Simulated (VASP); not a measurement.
# Se: single point with PBE

The system is Se.

```xyz
3
Lattice="4.2926 0.0000 0.0000 -2.1463 3.7175 0.0000 0.0000 0.0000 5.0409" Properties=species:S:1:pos:R:3 pbc="T T T"
Se    0.9807    0.0000    1.6803
Se   -0.4904    0.8493    3.3606
Se    1.6560    2.8682    0.0000
```

```json
{"Program": "VASP 6.6.1", "Task": "single point", "Functional": "PBE", "Potentials or basis": "VASP PAW PBE potentials, release 64 (Se)", "Cutoff": "520 eV", "k mesh": "12 × 12 × 6", "Occupations": "fermi-dirac, width 0.02 eV", "Spin": "no spin polarisation"}
```

```
Pressure               : 2.4 GPa
Largest force          : 0.334 eV/Å
Band gap on the k mesh : 0.82 eV (least direct gap 0.97 eV)
```

Forces on the atoms (eV/Å):
```
Se   0.334  0.000  0.000
Se  -0.167  0.289  0.000
Se  -0.167 -0.289  0.000
```

Stress tensor (GPa, compression positive):
```
2.09 0.00 0.00
0.00 2.09 0.00
0.00 0.00 2.95
```

Levels at points of the mesh, in eV from the valence-band top:
```csv
k point,band 5,band 6,band 7,band 8,band 9,band 10,band 11,band 12,band 13,band 14
"(0.00, 0.00, 0.00)",-3.73,-3.67,-1.97,-1.97,-0.40,1.76,1.76,2.19,6.27,6.46
"(0.50, 0.00, 0.00)",-4.72,-3.45,-3.01,-1.72,-1.01,1.83,2.24,4.13,5.14,7.87
"(0.00, 0.00, 0.50)",-3.26,-3.26,-1.48,-1.48,-1.21,1.17,1.22,1.22,6.11,7.28
"(0.50, 0.00, 0.50)",-4.39,-4.19,-1.97,-1.49,-0.02,1.49,2.79,2.84,6.20,7.82
```

Run time: 110 s on 1 thread of Intel Xeon 8259CL, with other jobs on the host, peak memory 0.25 GiB.

A k mesh can miss the band edges. PBE gaps usually lie below the measured ones, often by a third to a half.
